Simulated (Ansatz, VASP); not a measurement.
**InP in VASP and in Ansatz**

```
CELL_PARAMETERS angstrom
0.00000 2.76883 2.76883
2.76883 0.00000 2.76883
2.76883 2.76883 0.00000
ATOMIC_POSITIONS crystal
In 0.00000 0.00000 0.00000
P 0.50000 0.50000 0.50000
```

Alike in both runs: functional BLYP; k mesh 8 × 8 × 8; occupations fermi-dirac, width 0.05 eV; no spin polarisation.

|  | VASP | Ansatz |
| --- | --- | --- |
| version | VASP 6.6.1 | Ansatz 0.2.0 |
| potentials or method | VASP PAW PBE potentials, release 64 (In_d, P) | Ansatz PAW |
| plane-wave cutoff (eV) | 520 | 420 |
| valence electrons in the cell | 18 | 18 |
| task | single point | band structure |

VASP gave:

```
gap on the k mesh at the Fermi level (eV) : none
pressure (GPa)                            : 5.3
```

Problem. What did Ansatz give for the same quantities?

Solution. gap on the k mesh at the Fermi level (eV): none; pressure (GPa): 5.2.

VASP's potentials were made for PBE, not for BLYP. A gap of «none» marks a metal or a gap that the smearing closes.
